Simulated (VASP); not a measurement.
Here is a VASP 6.6.1 calculation.

INCAR

```
  PREC = Accurate
  ENCUT = 520
  EDIFF = 1E-6
  ISMEAR = -5
  SIGMA = 0.1
  LREAL = F
  LASPH = T
  NELM = 100
  ALGO = Normal
  ISIF = 2
  LWAVE = F
  LCHARG = F
  GGA = PE
  NBANDS = 59
```

Contents of KPOINTS:

```
Automatic mesh
0
Gamma
  3 3 3
```

POSCAR

```
SrSbAu3
1.0
    6.4302450000      0.0000000000      0.0000000000
    0.0000000000      6.4302450000      0.0000000000
    0.0000000000      0.0000000000      5.6702220000
Au Sb Sr
6 2 2
Direct
    0.0000000000      0.5000000000      0.5000000000
    0.0000000000      0.0000000000      0.5000000000
    0.5000000000      0.0000000000      0.5000000000
    0.5000000000      0.5000000000      0.5000000000
    0.2500000000      0.2500000000      0.8197500000
    0.7500000000      0.7500000000      0.1802500000
    0.2500000000      0.2500000000      0.2656000000
    0.7500000000      0.7500000000      0.7344000000
    0.2500000000      0.7500000000      0.0000000000
    0.7500000000      0.2500000000      0.0000000000
```

Potentials or basis: VASP PAW PBE potentials, release 64 (Au, Sb, Sr_sv).

Command:

```bash
$ cat potpaw_PBE.64/Au/POTCAR potpaw_PBE.64/Sb/POTCAR potpaw_PBE.64/Sr_sv/POTCAR > POTCAR
$ mpirun -np 1 vasp_std > vasp.out
```

Question: What does it give for the pressure?

Answer: 6.0 GPa.

Question: What does it give for the largest force?

Answer: 0.952 eV/Å.

Stress tensor (GPa, compression positive):
```
5.05 0.00 0.00
0.00 5.05 0.00
0.00 0.00 7.95
```

Caveat: the k points lie up to 0.37 Å⁻¹ apart; tetrahedron occupations give inexact forces and stress in metals.
